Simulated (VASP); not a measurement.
# Nb2Te2S: single point with PBE

Nb2Te2S:

```
Nb Te S
1.0
     3.08086   -5.53497    0.00000
     3.08086    5.53497    0.00000
     0.00000    0.00000    4.43487
Nb Te S
2 2 1
Cartesian
  4.9970 0.0000 0.0000
  1.1647 0.0000 0.0000
  1.5404 2.7675 0.0000
  1.5404 -2.7675 0.0000
  0.0000 0.0000 2.2174
```

- Program: VASP 6.6.1
- Task: single point
- Functional: PBE
- Potentials or basis: VASP PAW PBE potentials, release 64 (Nb_sv, Te, S)
- Cutoff: 520 eV
- k mesh: 4 × 4 × 4
- Occupations: gaussian, width 0.1 eV
- Spin: no spin polarisation

* Pressure: -0.1 GPa
* Band gap on the k mesh: zero (band 22 reaches 6.10 eV, above the bottom of band 23 at 4.89 eV)

Stress tensor (GPa, compression positive):
```
 0.01  0.00  0.00
 0.00 -0.14  0.00
 0.00  0.00 -0.11
```

Levels at points of the mesh, in eV from the Fermi level:
```
           k point  band 20  band 21  band 22  band 23  band 24  band 25
(0.00, 0.00, 0.00)    -1.09    -1.02    -0.19    -0.03     0.94     1.99
(0.50, 0.00, 0.00)    -1.46    -1.02    -0.48     0.23     0.99     1.17
(0.50, 0.50, 0.00)    -1.21    -0.09     0.48     0.71     0.77     1.46
(0.00, 0.00, 0.50)    -2.01    -1.45    -0.99     0.38     0.43     1.33
(0.50, 0.00, 0.50)    -1.49    -1.23    -0.90    -0.73     0.31     0.45
(0.50, 0.50, 0.50)    -1.77    -1.69    -1.00    -0.08     0.28     1.67
```

Wall time 77 s on 1 thread of Intel(R) Xeon(R) Platinum 8488C (Sapphire Rapids), with other jobs on the host, peak memory 0.32 GiB.

Caveat: spin-orbit coupling is left out, which moves the levels of the heavy elements.
